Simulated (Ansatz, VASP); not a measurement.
# HfSiO4: VASP beside Ansatz

```xyz
12
Lattice="-3.2862 3.2862 3.0710 3.2862 -3.2862 3.0710 3.2862 3.2862 -3.0710" Properties=species:S:1:pos:R:3 pbc="T T T"
Hf    0.0000    3.2862    1.5355
Hf    0.0000    0.0000    0.0000
Si    3.2862    0.0000    1.5355
Si    0.0000    0.0000    3.0710
O     3.2862    2.0708   -1.1042
O     4.5017    0.0000    0.4313
O     0.0000    1.2154    1.9669
O     2.0708    0.0000    0.4313
O     3.2863    1.2154    2.6397
O     1.2154    0.0000    4.1752
O     3.2862   -1.2154    2.6397
O     2.0708    3.2862    1.1042
```

Change from the starting cell: z stretched by +3 %, ions relaxed.

Alike in both runs: functional PBE; k mesh 7 × 7 × 7; occupations fermi-dirac, width 0.02 eV; no spin polarisation.

Ansatz relaxed the structure, and its values are those at the end. VASP's run is a single point on that final structure, the one shown.

|  | VASP | Ansatz |
| --- | --- | --- |
| version | VASP 6.6.1 | Ansatz 0.2.0 |
| potentials or method | VASP PAW PBE potentials, release 64 (Hf_pv, Si, O) | plane-wave PAW, scalar-relativistic |
| plane-wave cutoff (eV) | 520 | 420 |
| valence electrons in the cell | 76 | 108 |

VASP gave:

* gap on the k mesh at the Fermi level (eV): 5.26
* pressure (GPa): -2.1
* rms of the force components (eV/Å): 0.092

Estimate Ansatz's values.

gap on the k mesh at the Fermi level (eV): 5.32; pressure (GPa): -0.6; rms of the force components (eV/Å): 0.007.

VASP's potentials hold 76 valence electrons a cell and Ansatz's 108, so a difference there can come from the potentials and not from the codes. Ansatz's warnings: stress scf threshold loose.

Spin-orbit coupling is off throughout.
